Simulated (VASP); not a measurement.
**PtSe2 (Sudovikovite): single point with LDA**

PtSe2 (Sudovikovite):

```xyz
3
Lattice="3.7240 0.0000 0.0000 -1.8620 3.2251 0.0000 0.0000 0.0000 5.0620" Properties=species:S:1:pos:R:3 pbc="T T T"
Pt    0.0000    0.0000    0.0000
Se    1.8620    1.0750    3.7965
Se    0.0000    2.1501    1.2655
```

```yaml
Program: VASP 6.6.1
Task: single point
Functional: LDA
Potentials_or_basis: VASP PAW LDA potentials, release 64 (Pt, Se)
Cutoff: 520 eV
k_mesh: 6 × 6 × 4
Occupations: fermi-dirac, width 0.05 eV
Spin: non-collinear spin, zero start, spin-orbit coupling
Starting_moments: "[[0.0, 0.0, 0.0], [0.0, 0.0, 0.0], [0.0, 0.0, 0.0]] μB"
```

The pressure is 0.1 GPa. The largest force is 0.269 eV/Å. The net moment is 0.00 μB per cell and the valence electrons inside the program's atomic spheres are Pt 9.46; Se 3.80.

Forces in eV/Å, atoms in the order of the input:
```
Pt   0.000  0.000  0.000
Se   0.000  0.000 -0.269
Se   0.000  0.000  0.269
```

Stress tensor (GPa, compression positive):
```
 0.47  0.00  0.00
 0.00  0.47  0.00
 0.00  0.00 -0.64
```

Moments on the atoms (μB; x, y, z):
```
Pt  0.00 0.00 0.00
Se  0.00 0.00 0.00
Se  0.00 0.00 0.00
```

Wall time 70 s on 1 thread of Intel(R) Xeon(R) 6975P-C (Granite Rapids) (shared host), peak memory 0.29 GiB.
